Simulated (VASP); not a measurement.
MgSi2N2: single point with PBE

MgSi2N2:

```
Mg Si N
1.0
     1.67300   -4.06315    0.00000
     1.67300    4.06315    0.00000
     0.00000    0.00000    5.42808
Mg Si N
1 2 2
Direct
  0.50000 0.50000 0.50000
  0.14993 0.85007 0.00000
  0.85007 0.14993 0.00000
  0.00000 0.00000 0.24015
  0.00000 0.00000 0.75985
```

The cell was generated, and may not be a known phase.

| Quantity | Value |
| --- | --- |
| Program | VASP 6.6.1 |
| Task | single point |
| Functional | PBE |
| Potentials or basis | VASP PAW PBE potentials, release 64 (Mg, Si, N) |
| Cutoff | 520 eV |
| k mesh | 12 × 12 × 8 |
| Occupations | gaussian, width 0.1 eV |
| Spin | no spin polarisation |
| Dipole correction | no |
| Further INCAR settings | ALGO = Normal; EDIFF = 1e-06; NBANDS = 18 |

```yaml
Pressure: -0.2 GPa
Largest_force: 0.018 eV/Å
Band_gap_on_the_k_mesh: zero (bands 10 and 11 overlap by 1.77 eV)
```

Forces in eV/Å, atoms in the order of the input:
```
Mg   0.000  0.000  0.000
Si   0.000 -0.014  0.000
Si   0.000  0.014  0.000
N    0.000  0.000  0.018
N    0.000  0.000 -0.018
```

Stress tensor (GPa, compression positive):
```
-0.27  0.00  0.00
 0.00 -0.19  0.00
 0.00  0.00 -0.12
```

Levels at points of the mesh, in eV from the Fermi level:
```
           k point  band 7  band 8  band 9  band 10  band 11  band 12  band 13  band 14
(0.00, 0.00, 0.00)   -3.68   -2.22   -2.19    -0.56     0.16     1.50     2.63     4.26
(0.50, 0.00, 0.00)   -5.20   -4.01   -2.66    -2.10     1.85     2.29     3.33     4.01
(0.50, 0.50, 0.00)   -3.47   -2.29   -2.17     0.33     1.18     1.52     2.62     4.51
(0.00, 0.00, 0.50)   -4.92   -3.55   -2.42    -1.56     0.19     2.81     4.56     4.62
(0.50, 0.00, 0.50)   -5.29   -4.73   -4.23    -2.26     0.74     3.35     3.59     4.09
(0.50, 0.50, 0.50)   -4.03   -3.05   -2.54     0.79     1.53     1.62     3.80     4.39
```

It took 3.8 min on 1 thread of Intel(R) Xeon(R) Platinum 8259CL CPU @ 2.50GHz (Skylake/Cascade Lake), with other jobs on the host, peak memory 0.43 GiB.
